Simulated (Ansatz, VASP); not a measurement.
**MnS: VASP beside Ansatz**

```xyz
2
Lattice="0.0000 2.6045 2.6045 2.6045 0.0000 2.6045 2.6045 2.6045 0.0000" Properties=species:S:1:pos:R:3 pbc="T T T"
Mn    0.0000    0.0000    0.0000
S     2.6045    2.6045    2.6045
```

Alike in both runs: task single point; functional PBE; k mesh 14 × 14 × 14; occupations gaussian, width 0.05 eV; collinear spin.

```csv
,VASP,Ansatz
version,VASP 6.6.1,Ansatz 0.2.0
potentials or method,"VASP PAW PBE potentials, release 64 (Mn_pv, S), cutoff 520 eV","scalar-relativistic, plane waves, PAW"
valence electrons in the cell,19,21
```

```csv
,VASP,Ansatz,Ansatz less VASP
pressure (GPa),-3.1,-3.1,-0.01
net moment per atom (μB),2.35,2.35,-0.001
size of the moment on the site where the two differ most (μB),4.25,4.20,-0.048
```

Site moments also hang on the region over which each program counts them. VASP's potentials hold 19 valence electrons a cell and Ansatz's 21, so a difference there can come from the potentials and not from the codes.
